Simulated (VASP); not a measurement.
Input of a VASP 6.6.1 run:

Contents of INCAR:

```
ALGO     = Fast           # electronic algorithm
EDIFF    = 1E-6           # SCF threshold, eV
ENCUT    = 520            # plane-wave cutoff, eV
GGA      = PE             # functional
ISIF     = 2              # what is computed and relaxed
ISMEAR   = 0              # smearing method
IVDW     = 12             # dispersion correction
LASPH    = T              # aspherical terms in the spheres
LCHARG   = F              # write CHGCAR
LREAL    = F              # projectors in reciprocal space
LWAVE    = F              # write WAVECAR
NBANDS   = 14             # bands
NELM     = 80             # most SCF steps
PREC     = Accurate       # precision mode
SIGMA    = 0.15           # smearing width, eV
```

The input KPOINTS:

```
k-points
0
Gamma
  16 16 16
```

The input POSCAR:

```
Bi
1.0
   -1.7341300567      2.3219707539      1.8223061613
    1.7341300567     -2.3219707539      1.8223061613
    1.7341300567      2.3219707539     -1.8223061613
Bi
1
Direct
    0.0000000000      0.0000000000      0.0000000000
```

Potentials or basis: VASP PAW PBE potentials, release 64 (Bi_d).

Launch:

```bash
$ cat potpaw_PBE.64/Bi_d/POTCAR > POTCAR
$ mpirun -np 1 vasp_std > vasp.out
```

Estimate the dispersion energy per atom.

-0.537 eV.

Estimate the pressure.

2.0 GPa.

Stress tensor (GPa, compression positive):
```
2.24 0.00 0.00
0.00 0.89 0.00
0.00 0.00 2.84
```

Caveat: the cell differs from its parent crystal (strain +e along x and -e along y -0.1500, strain +e along z and -e/2 along x and y -0.0700); pairwise dispersion overbinds metals, which lowers pressure and volume.
